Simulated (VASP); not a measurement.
Wanted: the native input for a VASP 6.6.1 run.

```yaml
Task: relaxation of cell and atoms
Functional: PBE
Potentials_or_basis: VASP PAW PBE potentials, release 64 (Mg, Hf_pv, O)
Cutoff: 600 eV
k_mesh: 6 × 6 × 4
Occupations: gaussian, width 0.1 eV
Spin: no spin polarisation
Dipole_correction: no
Further_INCAR_settings: ALGO = Normal; EDIFF = 1e-06; IBRION = 2; EDIFFG = -0.04; NSW = 90; ISIF = 3
```

The structure of Hf2MgO2 lies in POSCAR:

```
Hf2MgO2
1.0
    4.0068450900      0.0000000000      0.0000000000
   -2.0034225400      3.4700296300      0.0000000000
    0.0000000000      0.0000000000      6.2858275000
Mg Hf O
1 2 2
Direct
    0.0000000000      0.0000000000      0.0000000000
    0.3333333300      0.6666666700      0.6444000000
    0.6666666700      0.3333333300      0.3556000000
    0.3333333300      0.6666666700      0.2599000000
    0.6666666700      0.3333333300      0.7401000000
```

The cell was generated, and may not be a known phase.

One way to write it, as run:

INCAR

```
SYSTEM = Hf2MgO2
ALGO = Normal
EDIFF = 1E-6
EDIFFG = -0.04
ENCUT = 600
GGA = PE
IBRION = 2
ISIF = 3
ISMEAR = 0
LASPH = .True.
LCHARG = .False.
LREAL = .False.
LWAVE = .False.
NELM = 100
NSW = 90
PREC = Accurate
SIGMA = 0.1
```

KPOINTS

```
k-points
0
Gamma
  6 6 4
  0 0 0
```

Potentials or basis: VASP PAW PBE potentials, release 64 (Mg, Hf_pv, O).

The run is started by

```console
$ cat potpaw_PBE.64/Mg/POTCAR potpaw_PBE.64/Hf_pv/POTCAR potpaw_PBE.64/O/POTCAR > POTCAR
$ mpirun -np 1 vasp_std > vasp.out
```

It gave:

The relaxed volume is 16.41 Å³/atom and the relaxed cell is a = 3.422 Å, b = 3.422 Å, c = 8.089 Å, α = 90.00°, β = 90.00°, γ = 120.00°. The space group after relaxing (to 0.1 Å) is P-3m1 (No. 164). The pressure after relaxing is 0.2 GPa and the largest force after relaxing is 0.009 eV/Å. The band gap on the k mesh is zero (bands 17 and 18 overlap by 1.75 eV).

Caveat: a cell axis changed by over 15 % at a fixed basis, so the end point is rough; spin-orbit coupling is left out, which moves the levels of the heavy elements.

Run time: 23 min on 1 thread of Intel Xeon 8259CL, with other jobs on the host, peak memory 0.28 GiB.
